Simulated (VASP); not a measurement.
# SiO2 (a cell with a defect) in VASP: single point with PBEsol

Aim: the single point of SiO2 (a cell with a defect) with PBEsol.

All numbers are computed with VASP 6.6.1; they aren't measurements. Logs are shortened: lines on timing, memory, paths and dates and some standing lists are left out, and cuts for length are marked.

## (1) The cell of the first run

The cell holds a defect, 72 atoms: a = 9.902 Å, b = 9.902 Å, c = 10.886 Å, α = 90.00°, β = 90.00°, γ = 120.00°.

## (2) Single point, PBEsol

INCAR

```
SYSTEM = SiO2
ALGO = Normal
EDIFF = 1E-7
ENCUT = 520
GGA = PS
ISIF = 2
ISMEAR = -1
ISYM = 0
LASPH = .True.
LCHARG = .False.
LREAL = Auto
LWAVE = .False.
NBANDS = 234
NELM = 100
PREC = Accurate
SIGMA = 0.05
```

KPOINTS

```
Automatic mesh
0
Gamma
  1 1 1
  0.25 0.25 0.25
```

POSCAR

```
SiO2
1.0
    9.9016390000      0.0000000000      0.0000000000
   -4.9508190000      8.5750710000      0.0000000000
    0.0000000000      0.0000000000     10.8858800000
Si O
24 48
Direct
    0.2278730000      0.9975140000      0.1676920000
    0.2380280000      0.9975660000      0.6622860000
    0.2294810000      0.5007330000      0.1666720000
    0.2376800000      0.4832250000      0.6602190000
    0.7311820000      0.0027740000      0.1664010000
    0.7441660000      0.9949670000      0.6806900000
    0.7185180000      0.5021970000      0.1663280000
    0.7381180000      0.5067900000      0.6722280000
    0.9936490000      0.2383660000      0.3329220000
    0.9974250000      0.2279290000      0.8354140000
    0.9901830000      0.7299140000      0.3315490000
    0.0021810000      0.7508040000      0.8345100000
    0.4980580000      0.2379350000      0.8339270000
    0.4968000000      0.7352610000      0.3313670000
    0.4957090000      0.7310820000      0.8319020000
    0.2643650000      0.2656930000      0.0030410000
    0.2803750000      0.2655730000      0.4787060000
    0.2648810000      0.7688550000      0.0005860000
    0.2542800000      0.7472790000      0.4980550000
    0.7600490000      0.2664910000      0.9995340000
    0.7760920000      0.2657460000      0.5282540000
    0.7653410000      0.7741880000      0.9974510000
    0.7635180000      0.7670970000      0.4995130000
    0.4609270000      0.2602940000      0.3302290000
    0.6295440000      0.2722210000      0.3663500000
    0.1984670000      0.1290160000      0.1056920000
    0.2275760000      0.1278490000      0.5805220000
    0.2010610000      0.6329460000      0.1043790000
    0.1951230000      0.6029530000      0.5932810000
    0.7044210000      0.1371080000      0.1075510000
    0.7466680000      0.1542430000      0.6448620000
    0.7081420000      0.6449300000      0.1047760000
    0.7049070000      0.6326910000      0.6042550000
    0.3503110000      0.0827310000      0.2795370000
    0.3648590000      0.0783820000      0.7715960000
    0.3623190000      0.5723530000      0.2729630000
    0.3635370000      0.5694900000      0.7702210000
    0.8613900000      0.0747990000      0.2745040000
    0.8713460000      0.0513740000      0.7911150000
    0.8485730000      0.5700510000      0.2753280000
    0.8654780000      0.5863590000      0.7808740000
    0.4265540000      0.2954910000      0.9429610000
    0.4193920000      0.7887560000      0.4371470000
    0.4231200000      0.7894140000      0.9393810000
    0.9200190000      0.2929640000      0.4419830000
    0.9211710000      0.2960550000      0.9337330000
    0.9253540000      0.7975960000      0.4383710000
    0.9316070000      0.8100130000      0.9421230000
    0.1316650000      0.2135770000      0.3875820000
    0.1350010000      0.2092320000      0.8965260000
    0.1227300000      0.6998770000      0.3917890000
    0.1366310000      0.7222700000      0.8921900000
    0.6030760000      0.1584430000      0.4630220000
    0.6281300000      0.2044380000      0.8929770000
    0.6311960000      0.7092510000      0.3929520000
    0.6329150000      0.7072360000      0.8904490000
    0.0650260000      0.3710410000      0.2263820000
    0.0754500000      0.3459020000      0.7188790000
    0.0657830000      0.8575130000      0.2216190000
    0.0706600000      0.8795290000      0.7250590000
    0.5411910000      0.3883860000      0.2189300000
    0.5745180000      0.3719850000      0.7287990000
    0.5692250000      0.8665400000      0.2243010000
    0.5720790000      0.8649360000      0.7266450000
    0.2897420000      0.4261650000      0.0627250000
    0.3134540000      0.4201100000      0.5572640000
    0.3002220000      0.9304640000      0.0664300000
    0.2877130000      0.9006760000      0.5729690000
    0.7756310000      0.4221660000      0.0631560000
    0.8066550000      0.4341610000      0.5729520000
    0.7902520000      0.9345810000      0.0567520000
    0.7936800000      0.9282050000      0.5631750000
```

Potentials or basis: VASP PAW PBE potentials, release 64 (Si, O).

Command:

```bash
$ cat potpaw_PBE.64/Si/POTCAR potpaw_PBE.64/O/POTCAR > POTCAR
$ mpirun -np 1 vasp_std > vasp.out
```

OUTCAR:

```text
SYSTEM = SiO2
   EDIFF = 1E-7
   ENCUT = 520
   GGA = PS
   ISIF = 2
   ISMEAR = -1
   ISYM = 0
   LASPH = .True.
   LREAL = Auto
   NELM = 100
   PREC = Accurate

 ion  position               nearest neighbor table
   1  0.228  0.998  0.168-  26 1.62  59 1.62  34 1.63  67 1.63  24 3.04  18 3.07  16 3.07  11 3.08

   2  0.238  0.998  0.662-  68 1.61  27 1.61  35 1.62  60 1.63  12 3.04  13 3.11  19 3.12
   3  0.229  0.501  0.167-  28 1.62  65 1.62  57 1.62  36 1.62   9 3.07  14 3.08  18 3.08  16 3.08

   4  0.238  0.483  0.660-  29 1.62  37 1.63  58 1.63  66 1.64  19 3.09  17 3.10  10 3.11  15 3.13

   5  0.731  0.003  0.166-  30 1.61  71 1.62  63 1.62  38 1.62  22 3.06   9 3.07  20 3.07  14 3.08
[... 19 lines left out ...]
  15  0.496  0.731  0.832-  56 1.62  37 1.62  44 1.62  64 1.62   6 3.03  22 3.07  18 3.10   4 3.13

  16  0.264  0.266  0.003-  50 1.61  65 1.62  42 1.62  26 1.62   1 3.07  13 3.07  10 3.08   3 3.08

  17  0.280  0.266  0.479-  27 1.63  49 1.63  66 1.64  24 2.43   4 3.10   9 3.14
  18  0.265  0.769  0.001-  44 1.62  52 1.62  28 1.62  67 1.62   1 3.07   3 3.08  15 3.10  12 3.10

  19  0.254  0.747  0.498-  68 1.61  43 1.62  29 1.62  51 1.63  14 3.06   4 3.09  11 3.12   2 3.12

  20  0.760  0.266  1.000-  30 1.62  54 1.62  69 1.63  46 1.64  13 3.05   5 3.07  10 3.12   7 3.14

  21  0.776  0.266  0.528-  31 1.61  45 1.61  70 1.61  53 1.66  25 2.30   8 3.03   6 3.03   9 3.13

  22  0.765  0.774  0.997-  32 1.61  71 1.61  48 1.62  56 1.63  12 3.04   5 3.06  15 3.07   7 3.10

  23  0.764  0.767  0.500-  47 1.62  33 1.62  72 1.62  55 1.62  11 3.06   6 3.07  14 3.10   8 3.10

  24  0.461  0.260  0.330-  34 1.63  61 1.64  25 1.66  17 2.43  53 2.55   1 3.04   7 3.05
  25  0.630  0.272  0.366-  53 1.47  24 1.66  21 2.30
  26  0.198  0.129  0.106-   1 1.62  16 1.62
  27  0.228  0.128  0.581-   2 1.61  17 1.63
  28  0.201  0.633  0.104-   3 1.62  18 1.62
  29  0.195  0.603  0.593-   4 1.62  19 1.62
  30  0.704  0.137  0.108-   5 1.61  20 1.62
  31  0.747  0.154  0.645-  21 1.61   6 1.61
[... 19 lines left out ...]
  51  0.123  0.700  0.392-  11 1.62  19 1.63
  52  0.137  0.722  0.892-  12 1.62  18 1.62
  53  0.603  0.158  0.463-  25 1.47  21 1.66  24 2.55
  54  0.628  0.204  0.893-  13 1.62  20 1.62
  55  0.631  0.709  0.393-  14 1.62  23 1.62
  56  0.633  0.707  0.890-  15 1.62  22 1.63
  57  0.065  0.371  0.226-   3 1.62   9 1.63
  58  0.075  0.346  0.719-   4 1.63  10 1.63
  59  0.066  0.858  0.222-   1 1.62  11 1.63
[... 11 lines left out ...]
  71  0.790  0.935  0.057-  22 1.61   5 1.62
  72  0.794  0.928  0.563-  23 1.62   6 1.62

IMPORTANT INFORMATION: All symmetrisations will be switched off!
NOSYMM: (Re-)initialisation of all symmetry stuff for point group C_1.

----------------------------------------------------------------------------------------

                                     Primitive cell

  volume of cell :     924.2902

  direct lattice vectors                    reciprocal lattice vectors
     9.901639000  0.000000000  0.000000000     0.100993381  0.058308549  0.000000000
    -4.950819000  8.575071000  0.000000000     0.000000000  0.116617110  0.000000000
     0.000000000  0.000000000 10.885880000     0.000000000  0.000000000  0.091862119

  length of vectors
     9.901639000  9.901638825 10.885880000     0.116617108  0.116617110  0.091862119

  position of ions in fractional coordinates (direct lattice)
     0.227873000  0.997514000  0.167692000
     0.238028000  0.997566000  0.662286000
     0.229481000  0.500733000  0.166672000
     0.237680000  0.483225000  0.660219000
     0.731182000  0.002774000  0.166401000
     0.744166000  0.994967000  0.680690000
[... 64 lines left out ...]
     0.790252000  0.934581000  0.056752000
     0.793680000  0.928205000  0.563175000

  ion indices of the primitive-cell ions
   primitive index   ion index
                 1           1
                 2           2
                 3           3
                 4           4
                 5           5
                 6           6
[... 64 lines left out ...]
                71          71
                72          72

----------------------------------------------------------------------------------------

 KPOINTS: Automatic mesh

Automatic generation of k-mesh.
 Grid dimensions read from file:
 generate k-points for:    1    1    1

 Generating k-lattice:

  Cartesian coordinates                     Fractional coordinates (reciprocal lattice)
     0.100993381  0.058308549  0.000000000     1.000000000 -0.000000000  0.000000000
     0.000000000  0.116617110  0.000000000     0.000000000  1.000000000  0.000000000
     0.000000000  0.000000000  0.091862119     0.000000000  0.000000000  1.000000000

  Length of vectors
     0.116617108  0.116617110  0.091862119

  Shift w.r.t. Gamma in fractional coordinates (k-lattice)
     0.250000000  0.250000000  0.250000000

 Subroutine IBZKPT returns following result:
 ===========================================

 Found      6 irreducible k-points:

 Following reciprocal coordinates:
            Coordinates               Weight
  0.250000  0.250000  0.250000      2.000000
 -0.250000  0.500000  0.250000      2.000000
  0.500000  0.250000  0.250000      2.000000
 -0.250000 -0.250000  0.250000      2.000000
  0.250000  0.500000  0.250000      2.000000
  0.500000 -0.250000  0.250000      2.000000
   k-points           NKPTS =      6   k-points in BZ     NKDIM =      6   number of bands    NBANDS=    234
   number of dos      NEDOS =    301   number of ions     NIONS =     72
   total plane-waves  NPLWV = 537600
   dimension x,y,z NGX =    80 NGY =   80 NGZ =   84
   dimension x,y,z NGXF=   160 NGYF=  160 NGZF=  168
   ions per type =              24  48
   NGX,Y,Z   is equivalent  to a cutoff of  13.43, 13.43, 12.83 a.u.
   NGXF,Y,Z  is equivalent  to a cutoff of  26.86, 26.86, 25.66 a.u.
 SYSTEM =  SiO2
   PREC   = accura    normal or accurate (medium, high low for compatibility)
   ISTART =      0    job   : 0-new  1-cont  2-samecut
   ICHARG =      2    charge: 1-file 2-atom 10-const
   ISPIN  =      1    spin polarized calculation?
   LNONCOLLINEAR =      F non collinear calculations
   LSORBIT =      F    spin-orbit coupling
   LASPH  =      T    aspherical Exc in radial PAW
   ENCUT  =  520.0 eV  38.22 Ry    6.18 a.u.  18.41 18.41 20.24*2*pi/ulx,y,z
   NELM   =    100;   NELMIN=  2; NELMDL= -5     # of ELM steps
   EDIFF  = 0.1E-06   stopping-criterion for ELM
   LREAL  =      T    real-space projection
   EDIFFG = 0.1E-05   stopping-criterion for IOM
   NSW    =      0    number of steps for IOM
   IBRION =     -1    ionic relax: 0-MD 1-quasi-New 2-CG
   NFREE  =      0    steps in history (QN), initial steepest desc. (CG)
   ISIF   =      2    stress and relaxation
   ISYM   =      0    0-nonsym 1-usesym 2-fastsym
   POTIM  = 0.5000    time-step for ionic-motion
   TEBEG  =    0.0;   TEEND  =   0.0 temperature during run
   PSTRESS=    0.0 pullay stress
   NELECT =     384.0000    total number of electrons
   NUPDOWN=      -1.0000    fix difference up-down
   EMIN   =  10.00;   EMAX   =-10.00  energy-range for DOS
   EFERMI =   0.00;   METHOD = LEGACY
   ISMEAR =    -1;   SIGMA  =   0.05  broadening in eV -4-tet -1-fermi 0-gaus
   EFERMI_NEDOS =   21; number of points for ismear=-14 and -15
   IALGO  =     38    algorithm
   IMIX   =      4    mixing-type and parameters
     AMIX     =   0.40;   BMIX     =  1.00
     AMIX_MAG =   1.60;   BMIX_MAG =  1.00
  volume/ion in A,a.u.               =      12.84        86.63
  Fermi-wavevector in a.u.,A,eV,Ry     =   1.221563  2.308419 20.302826  1.492216
  Thomas-Fermi vector in A             =   2.356741
   LORBIT       =      0    0 simple, 1 ext, 2 COOP (PROOUT), +10 PAW based schemes
   GGA     = PS    functional components
   LHFCALC =     F    Hartree Fock is set to
   AEXX    =    0.0000 exact exchange contribution
   IVDW    =     0    specifies the selected vdW correction
   LEPSILON=     F    determine dielectric tensor
   LRPA    =     F    only Hartree local field effects (RPA)
 non-spin polarized calculation
  energy-cutoff  :      520.00
  volume of cell :      924.29
 maximum number of plane-waves:     24895
 NGX is ok and might be reduce to    80
   NGX = 37   NGY = 37   NGZ = 41

 number of electron     383.9999989 magnetization

 Free energy of the ion-electron system (eV)
  ---------------------------------------------------
  ext. energy  EPLUGINS =         0.00000000
  ---------------------------------------------------
  free energy    TOTEN  =      -584.77619616 eV

  energy without entropy =     -584.77619616  energy(sigma->0) =     -584.77619616

 E-fermi :   3.0797     XC(G=0):  -9.3477

 val. band max:        1.8538679367   @ k =  -0.2500   0.5000   0.2500
 cond. band min:       6.5351590965   @ k =   0.2500   0.5000   0.2500
 fundamental gap:      4.6812911598
 Fermi energy:         3.0797137959

 k-point     1 :       0.2500    0.2500    0.2500
  band No.  band energies     occupation
      1     -19.8418      2.00000
      2     -18.2281      2.00000
      3     -18.1044      2.00000
      4     -18.0387      2.00000
      5     -18.0041      2.00000
      6     -17.9324      2.00000
[... 1231 lines left out ...]
    203       9.2834      0.00000
    204       9.5222      0.00000
 [bands above 204 left out]

------------------------ aborting loop because EDIFF is reached ----------------------------------------

  FORCE on cell =-STRESS in cart. coord.  units (eV):
  Direction    XX          YY          ZZ          XY          YZ          ZX
  --------------------------------------------------------------------------------------
  -------------------------------------------------------------------------------------
  Total        4.1546070      5.1421212      6.0218895     -3.6858925     -2.2278162      8.8888908
  in kB        7.2016528      8.9134234     10.4384258     -6.3891765     -3.8617272     15.4081252
  external PRESSURE =       8.8511673 kB  Pullay stress =       0.0000000 kB

 VOLUME and BASIS-vectors are now :
 -----------------------------------------------------------------------------
  energy-cutoff  :      520.00
  volume of cell :      924.29
      direct lattice vectors                 reciprocal lattice vectors
     9.901639000  0.000000000  0.000000000     0.100993381  0.058308549  0.000000000
    -4.950819000  8.575071000  0.000000000     0.000000000  0.116617110  0.000000000
     0.000000000  0.000000000 10.885880000     0.000000000  0.000000000  0.091862119

 POSITION                                       TOTAL-FORCE (eV/Angst)
 -----------------------------------------------------------------------------------
     -2.68220      8.55375      1.82547        -0.019054     -0.018193     -0.005461
     -2.58190      8.55420      7.20957        -0.006992      0.004753     -0.004727
     -0.20680      4.29382      1.81437        -0.019763     -0.003808      0.002053
     -0.03894      4.14369      7.18706        -0.003321     -0.013856      0.005545
      7.22617      0.02379      1.81142        -0.016674     -0.003117      0.006218
      2.44256      8.53191      7.40991        -0.012844     -0.019676     -0.007139
[... 64 lines left out ...]
      3.19785      8.01410      0.61780        -0.004351      0.018913     -0.011369
      3.26336      7.95942      6.13066        -0.002220      0.019829     -0.007491
 -----------------------------------------------------------------------------------
    total drift:                                0.008870      0.019319     -0.005867

  FREE ENERGIE OF THE ION-ELECTRON SYSTEM (eV)
  ---------------------------------------------------
  free  energy   TOTEN  =      -584.7761961647 eV

  energy  without entropy=     -584.7761961647  energy(sigma->0) =     -584.77619616
```

Run time: 69 min. Hardware: 1 thread of Intel Xeon 8259CL, shared host; peak memory 1.5 GiB.

What came out:

- Free energy: -584.7762 eV
- Pressure: 0.9 GPa
- Largest force: 0.221 eV/Å
- Band gap on the k mesh: 4.68 eV

Forces in eV/Å, atoms in the order of the input:
```
Si  -0.019 -0.018 -0.005
Si  -0.007  0.005 -0.005
Si  -0.020 -0.004  0.002
Si  -0.003 -0.014  0.006
Si  -0.017 -0.003  0.006
Si  -0.013 -0.020 -0.007
Si  -0.010 -0.017  0.005
Si  -0.020 -0.002  0.002
Si   0.006 -0.009  0.007
Si  -0.009  0.004 -0.004
Si   0.012 -0.019 -0.002
Si   0.010 -0.011 -0.001
Si  -0.003 -0.016 -0.006
Si   0.012 -0.014 -0.008
Si  -0.006 -0.030 -0.003
Si   0.014  0.018  0.007
Si   0.070  0.001 -0.051
Si   0.012  0.010 -0.002
Si  -0.004  0.005  0.002
Si   0.013  0.020  0.000
Si   0.049  0.057  0.004
Si   0.006  0.010 -0.003
Si  -0.001  0.012 -0.004
Si  -0.098  0.017  0.061
O    0.030  0.132 -0.125
O   -0.016  0.009  0.012
O   -0.002  0.008  0.003
O   -0.022  0.010  0.008
O   -0.018  0.006  0.001
O   -0.018  0.011  0.007
O   -0.019  0.022  0.012
O   -0.015  0.016  0.008
O   -0.017  0.007  0.001
O    0.016 -0.019  0.026
O    0.001 -0.013  0.015
O    0.008 -0.017  0.011
O    0.005 -0.011  0.012
O    0.004 -0.024  0.006
O    0.019 -0.030  0.028
O    0.003 -0.014  0.008
O    0.010 -0.014  0.017
O    0.015  0.010  0.010
O    0.016  0.009  0.013
O    0.014  0.005  0.009
O    0.000  0.008  0.013
O    0.010  0.006  0.006
O    0.017  0.014  0.015
O    0.022  0.015  0.012
O    0.011 -0.010 -0.013
O    0.020 -0.006 -0.011
O    0.013 -0.006 -0.008
O    0.017 -0.010 -0.007
O   -0.014 -0.194  0.105
O    0.022 -0.017 -0.006
O    0.018 -0.009 -0.007
O    0.023 -0.011 -0.005
O   -0.024  0.000 -0.013
O   -0.011 -0.009 -0.010
O   -0.013 -0.002 -0.010
O   -0.028  0.002 -0.015
O   -0.020  0.008 -0.018
O   -0.021 -0.002 -0.017
O   -0.018 -0.003 -0.010
O   -0.015  0.000 -0.017
O    0.004  0.012 -0.018
O    0.006  0.024  0.000
O    0.005  0.022 -0.005
O   -0.005  0.002  0.000
O   -0.003  0.015 -0.012
O    0.003  0.024 -0.013
O   -0.004  0.019 -0.011
O   -0.002  0.020 -0.007
```

Caveat: the PAW data sets were made with another functional, which shifts forces and pressure a little.
